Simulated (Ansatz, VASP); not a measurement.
Cl in VASP and in Ansatz

File INCAR:

```
  PREC = Accurate
  ENCUT = 520
  EDIFF = 1E-6
  ISMEAR = -1
  SIGMA = 0.05
  LREAL = False
  LASPH = True
  NELM = 100
  ALGO = Normal
  ISIF = 2
  LWAVE = False
  LCHARG = False
  GGA = PE
  NBANDS = 18
```

The input KPOINTS:

```
regular mesh
0
Gamma
  8 8 11
```

The input POSCAR:

```
Cl
1.0
    4.7732515437      0.0000000000      0.0000000000
   -2.3866257719      4.1337570955      0.0000000000
    0.0000000000      0.0000000000      2.1488391769
Cl
3
Direct
    0.0000000000      0.0000000000      0.0000000000
    0.3333333333      0.6666666667      0.5000000000
    0.6666666667      0.3333333333      0.5000000000
```

Input for Ansatz:

```yaml
crystal:
  lattice:
    - [4.7732515437, 0.0, 0.0]
    - [-2.3866257719, 4.1337570955, 0.0]
    - [0.0, 0.0, 2.1488391769]
  atoms:
    - { symbol: Cl, position: [0.0, 0.0, 0.0] }
    - { symbol: Cl, position: [0.3333333333, 0.6666666667, 0.5] }
    - { symbol: Cl, position: [0.6666666667, 0.3333333333, 0.5] }
kpoints:
  mp_grid: { grid: [8, 8, 11] }
scf:
  occupations: { method: fermi_dirac, width: 0.05 }
hamiltonian:
  xc: pbe
  pseudopotentials: { kind: all_electron, datasets: crystal }
output:
  forces: true
  stress: true
  eigenvalues: true
```

Change from the starting cell: volume scaled by 0.4, crystal datasets.

Alike in both runs: task single point; functional PBE; k mesh 8 × 8 × 11; occupations fermi-dirac, width 0.05 eV; no spin polarisation.

```csv
,VASP,Ansatz
version,VASP 6.6.1,Ansatz 0.2.0
potentials or method,"VASP PAW PBE potentials, release 64 (Cl), cutoff 520 eV","all-electron PAW with datasets made for the crystal, scalar-relativistic"
```

```csv
,VASP,Ansatz,Ansatz less VASP
pressure (GPa),43.8,44.5,+0.68
"traceless stress, the component that is largest in VASP (GPa)",-0.14,0.81,+0.940
```

Both programs put the cell under a high pressure, so it lies far from rest at this level. Ansatz ran all-electron here, and VASP with PAW potentials.
